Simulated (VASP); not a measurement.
Crystal: HfGe3.

```
Hf Ge
1.0
     4.72618    0.00000    0.00000
     0.00000    5.87888    0.00000
     0.00000    0.00000    4.97342
Hf Ge
2 6
Direct
  0.00000 0.00000 0.67000
  0.50000 0.50000 0.33000
  0.00000 0.25000 0.16700
  0.00000 0.75000 0.16700
  0.50000 0.75000 0.83300
  0.50000 0.25000 0.83300
  0.50000 0.00000 0.33000
  0.00000 0.50000 0.67000
```

```yaml
Program: VASP 6.6.1
Task: relaxation of cell and atoms
Functional: PBE
Potentials_or_basis: VASP PAW PBE potentials, release 64 (Hf_pv, Ge_d)
Cutoff: 600 eV
k_mesh: 4 × 4 × 4
Occupations: gaussian, width 0.1 eV
Spin: no spin polarisation
```

At the start: pressure 6.7 GPa; volume 17.27 Å³/atom.

Problem. Where does the relaxation end?

Solution. Over 22 steps the energy falls by 150.0 meV/atom and the volume is 18.31 Å³/atom (+6.0 %); space group Pmmn (No. 59, to 0.05 Å).

Step by step:
```csv
step,energy change (eV),largest force (eV/Å),pressure (GPa),volume (Å³)
1,0.0000,0.8605,6.74,138.18
2,-0.6405,0.4570,-3.93,152.90
3,-0.6424,0.4571,-3.54,152.03
4,-0.8654,0.3747,-0.07,147.04
5,-0.8699,0.3742,0.66,146.18
6,-0.9195,0.2769,0.29,146.83
7,-0.9561,0.2833,-0.25,147.91
8,-1.0090,0.3110,-0.51,147.75
9,-1.0432,0.3850,-0.51,147.24
10,-1.0482,0.3671,-0.66,147.41
11,-1.0962,0.3186,0.44,145.56
12,-1.1194,0.2110,2.35,142.82
13,-1.1438,0.1400,2.08,143.25
14,-1.1790,0.1287,1.40,144.54
15,-1.1799,0.1384,1.38,144.76
16,-1.1911,0.1238,0.57,146.03
17,-1.1934,0.1328,-0.29,147.28
18,-1.1935,0.1315,-0.28,147.20
19,-1.1957,0.1151,-0.43,147.07
20,-1.1979,0.0776,-0.02,146.76
21,-1.1992,0.0533,-0.02,146.64
22,-1.1999,0.0211,0.08,146.47
```

Final structure:
```
Hf Ge
1.0
     5.13541    0.00000    0.00000
     0.00000    5.59511    0.00000
     0.00000    0.00000    5.09772
Hf Ge
2 6
Direct
  0.00000 0.00000 0.61558
  0.50000 0.50000 0.38442
  0.00000 0.26389 0.12148
  0.00000 0.73611 0.12148
  0.50000 0.76389 0.87852
  0.50000 0.23611 0.87852
  0.50000 0.00000 0.38721
  0.00000 0.50000 0.61279
```
